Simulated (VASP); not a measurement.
Set up this calculation in VASP 6.6.1, as the native input.

```
Task                   : single point
Functional             : PBE
Potentials or basis    : VASP PAW PBE potentials, release 64 (Al)
Cutoff                 : 520 eV
k mesh                 : 7 × 7 × 10
Occupations            : fermi-dirac, width 0.05 eV
Spin                   : no spin polarisation
Dipole correction      : no
Further INCAR settings : ALGO = Normal; EDIFF = 1e-07; NBANDS = 10
```

The structure of Al lies in POSCAR:

```
Al
1.0
    4.3999089659      0.0000000000      0.0000000000
   -2.1999544830      3.8104332291      0.0000000000
    0.0000000000      0.0000000000      2.6670211396
Al
2
Direct
    0.3333300000      0.6666700000      0.0000000000
    0.6666700000      0.3333300000      0.0000000000
```

These files were run (other wordings do the same):

INCAR

```
PREC = Accurate
ENCUT = 520
EDIFF = 1E-7
ISMEAR = -1
SIGMA = 0.05
LREAL = False
LASPH = True
NELM = 80
ALGO = Normal
ISIF = 2
LWAVE = False
LCHARG = False
GGA = PE
NBANDS = 10
```

KPOINTS

```
regular mesh
0
Gamma
  7 7 10
```

Potentials or basis: VASP PAW PBE potentials, release 64 (Al).

Command:

```bash
$ cat potpaw_PBE.64/Al/POTCAR > POTCAR
$ mpirun -np 1 vasp_std > vasp.out
```

Results of the run:

| Property | Result |
| --- | --- |
| Pressure | 5.2 GPa |
| Band gap on the k mesh | zero (band 3 reaches 7.31 eV, above the bottom of band 4 at 3.58 eV) |

It took 13 s on 1 thread of Intel(R) Xeon(R) 6975P-C (Granite Rapids), with other jobs on the host, peak memory 0.17 GiB.
